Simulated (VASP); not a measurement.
Set up this calculation in VASP 6.6.1, as the native input.

- Task: single point
- Functional: LDA
- Potentials or basis: VASP PAW LDA potentials, release 64 (B, N)
- Cutoff: 520 eV
- k mesh: 12 × 12 × 4
- Occupations: gaussian, width 0.05 eV
- Spin: no spin polarisation
- Dipole correction: no
- Further INCAR settings: ALGO = Normal; EDIFF = 1e-07; NBANDS = 16

The structure of BN lies in POSCAR:

```
BN
1.0
    2.3514876125      0.0000000000      0.0000000000
   -1.1757438062      2.0364480091      0.0000000000
    0.0000000000      0.0000000000      6.9246607213
B N
2 2
Direct
    0.3333333333      0.6666666667      0.2500000000
    0.6666666667      0.3333333333      0.7500000000
    0.3333333333      0.6666666667      0.7500000000
    0.6666666667      0.3333333333      0.2500000000
```

This cell differs from its parent crystal: volume 8.290 Å^3 an atom, c/a of the conventional cell 2.9448.

These files were run (other wordings do the same):

INCAR

```
SYSTEM = BN
  ALGO = Normal
  EDIFF = 1E-7
  ENCUT = 520
  ISIF = 2
  ISMEAR = 0
  LASPH = .TRUE.
  LCHARG = .TRUE.
  LELF = .TRUE.
  LREAL = .FALSE.
  LVHAR = .TRUE.
  LWAVE = .FALSE.
  NBANDS = 16
  NELM = 60
  PREC = Accurate
  SIGMA = 0.05
```

KPOINTS

```
k-points
0
G
  12 12 4
  0 0 0
```

Potentials or basis: VASP PAW LDA potentials, release 64 (B, N).

Command:

```bash
$ cat potpaw_LDA.64/B/POTCAR potpaw_LDA.64/N/POTCAR > POTCAR
$ mpirun -np 1 vasp_std > vasp.out
```

It gave:

```
Pressure               : 51.6 GPa
Band gap on the k mesh : 4.42 eV, indirect (least direct gap 4.96 eV)
```

It took 38 s on 1 thread of AMD EPYC 7R13 (shared host), peak memory 0.11 GiB.
